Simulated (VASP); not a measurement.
# MgO (P6_3/mmc) in VASP: further runs

The runs below take MgO through single point, with PBE.

Program: VASP 6.6.1. These are calculated values, not measurements. Logs are shortened: lines on timing, memory, paths and dates and some standing lists are left out, and cuts for length are marked.

## Step 1: The cell of the first run

It takes space group P6_3/mmc (No. 194, hexagonal). The conventional cell has a = 3.482 Å, b = 3.482 Å, c = 4.542 Å, α = 90.00°, β = 90.00°, γ = 120.00°. Mg (site symmetry -6m2) has 5 O at 2.01 to 2.27 Å within 2.7 Å. O (site symmetry -6m2) has 5 Mg at 2.01 to 2.27 Å within 2.7 Å.

## Step 2: Single point, PBE (11.93 Å³/atom)

Contents of INCAR:

```
PREC = Accurate ; ENCUT = 520
EDIFF = 1E-6 ; ISMEAR = 0
SIGMA = 0.05 ; LREAL = False
LASPH = True ; NELM = 100
ALGO = Normal ; ISIF = 2
LWAVE = False ; LCHARG = True
GGA = PE ; LELF = True
LVHAR = True ; NBANDS = 16
```

Contents of KPOINTS:

```
Automatic mesh
0
Gamma
  9 9 6
```

Contents of POSCAR:

```
MgO
1.0
    3.4824369557      0.0000000000      0.0000000000
   -1.7412184779      3.0158788707      0.0000000000
    0.0000000000      0.0000000000      4.5424907650
Mg O
2 2
Direct
    0.6666666667      0.3333333333      0.7500000000
    0.3333333333      0.6666666667      0.2500000000
    0.6666666667      0.3333333333      0.2500000000
    0.3333333333      0.6666666667      0.7500000000
```

Potentials or basis: VASP PAW PBE potentials, release 64 (Mg, O).

Launch:

```console
cat potpaw_PBE.64/Mg/POTCAR potpaw_PBE.64/O/POTCAR > POTCAR
mpirun -np 1 vasp_std > vasp.out
```

OUTCAR:

```text
PREC = Accurate
   ENCUT = 520
   EDIFF = 1E-6
   ISMEAR = 0
   LREAL = False
   LASPH = True
   NELM = 100
   ISIF = 2
   GGA = PE

 ion  position               nearest neighbor table
   1  0.667  0.333  0.750-   4 2.01   4 2.01   4 2.01   3 2.27   3 2.27   2 3.03   2 3.03   2 3.03
                             2 3.03   2 3.03   2 3.03
   2  0.333  0.667  0.250-   3 2.01   3 2.01   3 2.01   4 2.27   4 2.27   1 3.03   1 3.03   1 3.03
                             1 3.03   1 3.03   1 3.03
   3  0.667  0.333  0.250-   2 2.01   2 2.01   2 2.01   1 2.27   1 2.27
   4  0.333  0.667  0.750-   1 2.01   1 2.01   1 2.01   2 2.27   2 2.27

  LATTYP: Found a hexagonal cell.
 ALAT       =     3.4824369557
 C/A-ratio  =     1.3044000000

  Lattice vectors:

 A1 = (   3.4824369557,   0.0000000000,   0.0000000000)
 A2 = (  -1.7412184779,   3.0158788707,   0.0000000000)
 A3 = (   0.0000000000,   0.0000000000,   4.5424907650)

Analysis of symmetry for initial positions (statically):
=====================================================================
 Subroutine PRICEL returns:
 Original cell was already a primitive cell.

 Routine SETGRP: Setting up the symmetry group for a
 hexagonal supercell.

 Subroutine GETGRP returns: Found 24 space group operations
 (whereof 12 operations were pure point group operations)
 out of a pool of 24 trial point group operations.

The static configuration has the point symmetry D_3d.
 The point group associated with its full space group is D_6h.

Analysis of symmetry for dynamics (positions and initial velocities):
=====================================================================
 Subroutine PRICEL returns:
 Original cell was already a primitive cell.

 Routine SETGRP: Setting up the symmetry group for a
 hexagonal supercell.

 Subroutine GETGRP returns: Found 24 space group operations
 (whereof 12 operations were pure point group operations)
 out of a pool of 24 trial point group operations.

The dynamic configuration has the point symmetry D_3d.
 The point group associated with its full space group is D_6h.

 Subroutine INISYM returns: Found 24 space group operations
 (whereof 12 operations are pure point group operations),
 and found     1 'primitive' translations

----------------------------------------------------------------------------------------

                                     Primitive cell

  volume of cell :      47.7080

  direct lattice vectors                    reciprocal lattice vectors
     3.482436956  0.000000000  0.000000000     0.287155234  0.165789152  0.000000000
    -1.741218478  3.015878871  0.000000000     0.000000000  0.331578304  0.000000000
     0.000000000  0.000000000  4.542490765     0.000000000  0.000000000  0.220143541

  length of vectors
     3.482436956  3.482436956  4.542490765     0.331578304  0.331578304  0.220143541

  position of ions in fractional coordinates (direct lattice)
     0.666666667  0.333333333  0.750000000
     0.333333333  0.666666667  0.250000000
     0.666666667  0.333333333  0.250000000
     0.333333333  0.666666667  0.750000000

  ion indices of the primitive-cell ions
   primitive index   ion index
                 1           1
                 2           2
                 3           3
                 4           4

----------------------------------------------------------------------------------------

 KPOINTS: Automatic mesh

Automatic generation of k-mesh.
 Grid dimensions read from file:
 generate k-points for:    9    9    6

 Generating k-lattice:

  Cartesian coordinates                     Fractional coordinates (reciprocal lattice)
     0.031906137  0.018421017  0.000000000     0.111111111 -0.000000000  0.000000000
     0.000000000  0.036842034  0.000000000     0.000000000  0.111111111  0.000000000
     0.000000000  0.000000000  0.036690590     0.000000000  0.000000000  0.166666667

  Length of vectors
     0.036842034  0.036842034  0.036690590

  Shift w.r.t. Gamma in fractional coordinates (k-lattice)
     0.000000000  0.000000000  0.000000000

 Subroutine IBZKPT returns following result:
 ===========================================

 Found     48 irreducible k-points:

 Following reciprocal coordinates:
            Coordinates               Weight
  0.000000  0.000000  0.000000      1.000000
  0.111111  0.000000  0.000000      6.000000
  0.222222  0.000000  0.000000      6.000000
  0.333333  0.000000  0.000000      6.000000
  0.444444  0.000000  0.000000      6.000000
  0.111111  0.111111  0.000000      6.000000
[... 16 lines left out ...]
  0.333333  0.222222  0.166667     24.000000
  0.333333  0.333333  0.166667      4.000000
 [... further k-points ...]
   k-points           NKPTS =     48   k-points in BZ     NKDIM =     48   number of bands    NBANDS=     16
   number of dos      NEDOS =    301   number of ions     NIONS =      4
   total plane-waves  NPLWV =  28224
   dimension x,y,z NGX =    28 NGY =   28 NGZ =   36
   dimension x,y,z NGXF=    56 NGYF=   56 NGZF=   72
   ions per type =               2   2
   NGX,Y,Z   is equivalent  to a cutoff of  13.37, 13.37, 13.18 a.u.
   NGXF,Y,Z  is equivalent  to a cutoff of  26.73, 26.73, 26.35 a.u.
 SYSTEM =  unknown system
   PREC   = accura    normal or accurate (medium, high low for compatibility)
   ISTART =      0    job   : 0-new  1-cont  2-samecut
   ICHARG =      2    charge: 1-file 2-atom 10-const
   ISPIN  =      1    spin polarized calculation?
   LNONCOLLINEAR =      F non collinear calculations
   LSORBIT =      F    spin-orbit coupling
   LASPH  =      T    aspherical Exc in radial PAW
   ENCUT  =  520.0 eV  38.22 Ry    6.18 a.u.   6.48  6.48  8.45*2*pi/ulx,y,z
   NELM   =    100;   NELMIN=  2; NELMDL= -5     # of ELM steps
   EDIFF  = 0.1E-05   stopping-criterion for ELM
   LREAL  =      F    real-space projection
   EDIFFG = 0.1E-04   stopping-criterion for IOM
   NSW    =      0    number of steps for IOM
   IBRION =     -1    ionic relax: 0-MD 1-quasi-New 2-CG
   NFREE  =      0    steps in history (QN), initial steepest desc. (CG)
   ISIF   =      2    stress and relaxation
   ISYM   =      2    0-nonsym 1-usesym 2-fastsym
   POTIM  = 0.5000    time-step for ionic-motion
   TEBEG  =    0.0;   TEEND  =   0.0 temperature during run
   PSTRESS=    0.0 pullay stress
   NELECT =      16.0000    total number of electrons
   NUPDOWN=      -1.0000    fix difference up-down
   EMIN   =  10.00;   EMAX   =-10.00  energy-range for DOS
   EFERMI =   0.00;   METHOD = LEGACY
   ISMEAR =     0;   SIGMA  =   0.05  broadening in eV -4-tet -1-fermi 0-gaus
   EFERMI_NEDOS =   21; number of points for ismear=-14 and -15
   IALGO  =     38    algorithm
   IMIX   =      4    mixing-type and parameters
     AMIX     =   0.40;   BMIX     =  1.00
     AMIX_MAG =   1.60;   BMIX_MAG =  1.00
  volume/ion in A,a.u.               =      11.93        80.49
  Fermi-wavevector in a.u.,A,eV,Ry     =   1.137412  2.149397 17.601935  1.293706
  Thomas-Fermi vector in A             =   2.274117
   LORBIT       =      0    0 simple, 1 ext, 2 COOP (PROOUT), +10 PAW based schemes
   GGA     = PE    functional components
   LHFCALC =     F    Hartree Fock is set to
   AEXX    =    0.0000 exact exchange contribution
   IVDW    =     0    specifies the selected vdW correction
   LEPSILON=     F    determine dielectric tensor
   LRPA    =     F    only Hartree local field effects (RPA)
 non-spin polarized calculation
 Gauss-broadening in eV      SIGMA  =   0.05
  energy-cutoff  :      520.00
  volume of cell :       47.71
 maximum number of plane-waves:      1308
 NGX is ok and might be reduce to    28
   NGX = 13   NGY = 13   NGZ = 17

 number of electron      16.0000001 magnetization

 Free energy of the ion-electron system (eV)
  ---------------------------------------------------
  ext. energy  EPLUGINS =         0.00000000
  ---------------------------------------------------
  free energy    TOTEN  =       -23.56050707 eV

  energy without entropy =      -23.56050707  energy(sigma->0) =      -23.56050707

 E-fermi :   1.8464     XC(G=0):  -9.7338

 val. band max:        1.6099222473   @ k =   0.0000   0.0000   0.0000
 cond. band min:       4.5219996499   @ k =   0.0000   0.0000   0.0000
 fundamental gap:      2.9120774026
 Fermi energy:         1.8464464830

 k-point     1 :       0.0000    0.0000    0.0000
  band No.  band energies     occupation
      1     -15.0759      2.00000
      2     -14.0139      2.00000
      3      -1.9615      2.00000
      4       0.0331      2.00000
      5       0.0331      2.00000
      6       0.7039      2.00000
[... 8 lines left out ...]
     15      16.5835      0.00000
     16      16.7702      0.00000

 k-point     2 :       0.1111    0.0000    0.0000
  band No.  band energies     occupation
      1     -15.0207      2.00000
      2     -14.0128      2.00000
      3      -1.8606      2.00000
      4      -0.1822      2.00000
      5      -0.0501      2.00000
      6       0.3885      2.00000
[... 8 lines left out ...]
     15      16.2368      0.00000
     16      16.3430      0.00000

 k-point     3 :       0.2222    0.0000    0.0000
  band No.  band energies     occupation
      1     -14.8703      2.00000
      2     -14.0189      2.00000
      3      -1.5718      2.00000
      4      -0.7948      2.00000
      5      -0.2260      2.00000
      6      -0.0684      2.00000
[... 8 lines left out ...]
     15      15.2683      0.00000
     16      15.3707      0.00000

 k-point     4 :       0.3333    0.0000    0.0000
  band No.  band energies     occupation
      1     -14.6688      2.00000
      2     -14.0528      2.00000
      3      -1.4385      2.00000
      4      -1.1446      2.00000
      5      -0.3995      2.00000
      6      -0.3927      2.00000
[... 8 lines left out ...]
     15      14.8075      0.00000
     16      15.4418      0.00000
[... 324 lines left out ...]
 k-point    22 :       0.2222    0.2222    0.1667
  band No.  band energies     occupation
      1     -14.5270      2.00000
      2     -14.1093      2.00000
      3      -1.4933      2.00000
      4      -1.4176      2.00000
      5      -0.4386      2.00000
      6      -0.2002      2.00000
[... 8 lines left out ...]
     15      14.5028      0.00000
     16      16.6305      0.00000

 k-point    23 :       0.3333    0.2222    0.1667
  band No.  band energies     occupation
      1     -14.3773      2.00000
      2     -14.1698      2.00000
      3      -1.7302      2.00000
      4      -1.1814      2.00000
      5      -0.8210      2.00000
      6       0.0591      2.00000
[... 8 lines left out ...]
     15      14.5054      0.00000
     16      16.6042      0.00000

 k-point    24 :       0.3333    0.3333    0.1667
  band No.  band energies     occupation
      1     -14.2582      2.00000
      2     -14.2582      2.00000
      3      -1.6539      2.00000
      4      -1.0912      2.00000
      5      -1.0912      2.00000
      6       0.1832      2.00000
[... 8 lines left out ...]
     15      14.6053      0.00000
     16      17.4404      0.00000

 [... further k-points ...]
[... 5 lines left out ...]
  --------------------------------------------------------------------------------------
  -------------------------------------------------------------------------------------
  Total       -0.5966230     -0.5966230     -3.0507572      0.0000000     -0.0000000     -0.0000000
  in kB      -20.0363831    -20.0363831   -102.4535514      0.0000000     -0.0000000     -0.0000000
  external PRESSURE =     -47.5087726 kB  Pullay stress =       0.0000000 kB

 VOLUME and BASIS-vectors are now :
 -----------------------------------------------------------------------------
  energy-cutoff  :      520.00
  volume of cell :       47.71
      direct lattice vectors                 reciprocal lattice vectors
     3.482436956  0.000000000  0.000000000     0.287155234  0.165789152  0.000000000
    -1.741218478  3.015878871  0.000000000     0.000000000  0.331578304  0.000000000
     0.000000000  0.000000000  4.542490765     0.000000000  0.000000000  0.220143541

 POSITION                                       TOTAL-FORCE (eV/Angst)
 -----------------------------------------------------------------------------------
      1.74122      1.00529      3.40687        -0.000000      0.000000      0.000000
     -0.00000      2.01059      1.13562         0.000000     -0.000000      0.000000
      1.74122      1.00529      1.13562         0.000000      0.000000      0.000000
     -0.00000      2.01059      3.40687         0.000000     -0.000000      0.000000
 -----------------------------------------------------------------------------------
    total drift:                               -0.000000      0.000000     -0.000000

  FREE ENERGIE OF THE ION-ELECTRON SYSTEM (eV)
  ---------------------------------------------------
  free  energy   TOTEN  =       -23.5605070725 eV

  energy  without entropy=      -23.5605070725  energy(sigma->0) =      -23.56050707
```

Run time: 52 s. Hardware: 1 thread of Intel Xeon 8259CL, shared host; peak memory 0.19 GiB.

Results:

```
Free energy            : -23.5605 eV
Pressure               : -4.8 GPa
Band gap on the k mesh : 2.91 eV
```

Levels at points of the mesh, in eV from the valence-band top:
```tsv
k point	band 6	band 7	band 8	band 9	band 10	band 11
(0.00, 0.00, 0.00)	-0.91	-0.91	0.00	2.91	8.52	10.79
(0.00, 0.00, 0.50)	-1.25	-1.25	-1.25	5.83	5.83	12.85
```

Caveat: the cell stands under tension.

(Continued in part 2 of 2.)
